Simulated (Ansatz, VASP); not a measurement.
## Two plane-wave programs on Ge

```
Ge
1.0
     2.89549    1.67171    8.76599
    -2.89549    1.67171    8.76599
     0.00000   -3.34342    8.76599
Ge
12
Direct
  0.06114 0.52448 0.06114
  0.06114 0.06114 0.52448
  0.52448 0.06114 0.06114
  0.93886 0.47552 0.93886
  0.47552 0.93886 0.93886
  0.93886 0.93886 0.47552
  0.21602 0.69340 0.21602
  0.21602 0.21602 0.69340
  0.69340 0.21602 0.21602
  0.78398 0.30660 0.78398
  0.30660 0.78398 0.78398
  0.78398 0.78398 0.30660
```

Alike in both runs: functional PBEsol; k mesh 6 × 6 × 6; occupations gaussian, width 0.1 eV; no spin polarisation.

Ansatz relaxed the structure, and its values are those at the end. VASP's run is a single point on that final structure, the one shown.

|  | VASP | Ansatz |
| --- | --- | --- |
| version | VASP 6.6.1 | Ansatz 0.2.0 |
| potentials or method | VASP PAW PBE potentials, release 64 (Ge_d), cutoff 520 eV | scalar-relativistic, plane waves, PAW |
| valence electrons in the cell | 168 | 168 |

|  | VASP | Ansatz | Ansatz less VASP |
| --- | --- | --- | --- |
| gap on the k mesh at the Fermi level (eV) | none | none | - |
| pressure (GPa) | -0.1 | 0.0 | +0.05 |
| rms of the force components (eV/Å) | 0.005 | 0.004 | -0.0010 |

VASP's potentials were made for PBE, not for PBEsol. A gap of «none» marks a metal or a gap that the smearing closes. With one functional, cell and mesh, what is left measures potentials, basis and numerics.
